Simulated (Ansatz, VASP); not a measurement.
## Two plane-wave programs on BP

INCAR

```
SYSTEM = BP
PREC = Accurate ; ENCUT = 600
EDIFF = 1E-7 ; ISMEAR = -1
SIGMA = 0.05 ; LREAL = .FALSE.
LASPH = .TRUE. ; NELM = 80
ALGO = Normal ; ISIF = 3
LWAVE = .FALSE. ; LCHARG = .FALSE.
GGA = RP ; IVDW = 13
IBRION = 2 ; NSW = 60
EDIFFG = -0.01
```

KPOINTS

```
Automatic mesh
0
G
  10 10 10
  0 0 0
```

File POSCAR:

```
BP
1.0
    0.0000000000      2.2690000000      2.2690000000
    2.2690000000      0.0000000000      2.2690000000
    2.2690000000      2.2690000000      0.0000000000
P B
1 1
Direct
    0.7500000000      0.7500000000      0.7500000000
    0.0000000000      0.0000000000      0.0000000000
```

input.yaml

```yaml
crystal:
  lattice:
    - [0.0, 2.269, 2.269]
    - [2.269, 0.0, 2.269]
    - [2.269, 2.269, 0.0]
  atoms:
    - { symbol: P, position: [0.75, 0.75, 0.75] }
    - { symbol: B, position: [0.0, 0.0, 0.0] }
hamiltonian:
  xc: rpbe
  pseudopotentials: { kind: paw }
  dispersion: d4
kpoints:
  mp_grid: { grid: [10, 10, 10] }
scf:
  occupations: { method: fermi_dirac, width: 0.05 }
output:
  forces: true
  stress: true
relax:
  f_tol: 0.01
  max_steps: 40
  cell: { stress_tol: 0.05 }
```

Alike in both runs: task relaxation of cell and atoms; functional RPBE; dispersion D4; k mesh 10 × 10 × 10; occupations fermi-dirac, width 0.05 eV; no spin polarisation.

```csv
,VASP,Ansatz
version,VASP 6.6.1,Ansatz 0.2.0
potentials or method,"VASP PAW PBE potentials, release 64 (P, B)",Ansatz PAW
plane-wave cutoff (eV),600,420
valence electrons in the cell,8,8
```

VASP gave:

| Quantity | Value |
| --- | --- |
| relaxed volume (Å³/atom) | 11.07 |
| relaxed cell length with the largest relative difference (Å) | 3.152 |

Problem. What did Ansatz give for the same quantities?

Solution. Relaxed volume (Å³/atom): 11.11; relaxed cell length with the largest relative difference (Å): 3.155.

VASP's potentials were made for PBE, not for RPBE.

Noted on Ansatz's run: the plane-wave basis is chosen anew once the cell has moved, so the energies of steps on either side of that aren't comparable.
